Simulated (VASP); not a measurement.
Wanted: the native input for a VASP 6.6.1 run.

| Quantity | Value |
| --- | --- |
| Task | single point |
| Functional | PBE |
| Potentials or basis | VASP PAW PBE potentials, release 64 (Rb_sv, Al, H) |
| Cutoff | 520 eV |
| k mesh | 8 × 8 × 10 |
| Occupations | gaussian, width 0.1 eV |
| Spin | no spin polarisation |
| Dipole correction | no |
| Further INCAR settings | ALGO = Normal; EDIFF = 1e-06; NBANDS = 22 |

The structure of Rb2AlH4 lies in POSCAR:

```
Rb2AlH4
1.0
    3.0740310687     -8.9464529488      0.0007109662
    3.0740310687      8.9464529488      0.0007109662
   -3.0530661627      0.0000000000      3.5432892919
Rb Al H
2 1 4
Direct
    0.3027294388      0.5637213003      0.8692512077
    0.5637213003      0.3027294388      0.8692512077
    0.9339464119      0.9339464119      0.8679383814
    0.5827596317      0.5827596317      0.6053279175
    0.1346843666      0.9776945728      0.1028588828
    0.0048026656      0.0048026656      0.5832133392
    0.9776945728      0.1346843666      0.1028588828
```

The input as run:

INCAR

```
PREC = Accurate ; ENCUT = 520
EDIFF = 1E-6 ; ISMEAR = 0
SIGMA = 0.1 ; LREAL = False
LASPH = True ; NELM = 60
ALGO = Normal ; ISIF = 2
LWAVE = False ; LCHARG = False
GGA = PE ; NBANDS = 22
```

KPOINTS

```
regular mesh
0
Gamma
  8 8 10
```

Potentials or basis: VASP PAW PBE potentials, release 64 (Rb_sv, Al, H).

Launch:

```console
$ cat potpaw_PBE.64/Rb_sv/POTCAR potpaw_PBE.64/Al/POTCAR potpaw_PBE.64/H/POTCAR > POTCAR
$ mpirun -np 1 vasp_std > vasp.out
```

Results of the run:

- Pressure: 0.0 GPa
- Largest force: 0.011 eV/Å

It took 39 min on 1 thread of Oxide Virtual Turin-like Processor, with other jobs on the host, peak memory 0.91 GiB.
